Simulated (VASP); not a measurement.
A run of VASP 6.6.1 is set up as follows.

File INCAR:

```
  PREC = Accurate
  ENCUT = 520
  EDIFF = 1E-6
  ISMEAR = 0
  SIGMA = 0.02
  LREAL = False
  LASPH = True
  NELM = 80
  ALGO = Normal
  ISIF = 2
  LWAVE = False
  LCHARG = False
  GGA = PE
  NBANDS = 55
  ISYM = 0
```

File KPOINTS:

```
Automatic mesh
0
Gamma
  8 2 11
```

File POSCAR:

```
Ga2O3
1.0
    3.2381523570      0.0000000170      0.0000021543
    0.0000000760     14.4797673088     -0.2284905973
   -1.6190745843      5.5282521497      2.2783490714
Ga O
4 6
Direct
    0.0290845092      0.3115965030      0.0581716825
    0.9709154908      0.6884034970      0.9418283175
    0.1124879699      0.7987076329      0.2249759275
    0.8875120301      0.2012923671      0.7750240725
    0.2528659156      0.2535962527      0.5057316187
    0.7471340844      0.7464037473      0.4942683813
    0.2632400457      0.5639751305      0.5264793698
    0.7367599543      0.4360248695      0.4735206302
    0.2751339616      0.8875549867      0.5502669445
    0.7248660384      0.1124450133      0.4497330555
```

Potentials or basis: VASP PAW PBE potentials, release 64 (Ga_d, O).

Command:

```bash
$ cat potpaw_PBE.64/Ga_d/POTCAR potpaw_PBE.64/O/POTCAR > POTCAR
$ mpirun -np 1 vasp_std > vasp.out
```

(1) What does it give for the largest force?

(2) What does it give for the pressure?

Answers

(1) 0.026 eV/Å.

(2) -1.5 GPa.

Caveat: the k points lie up to 0.55 Å⁻¹ apart.
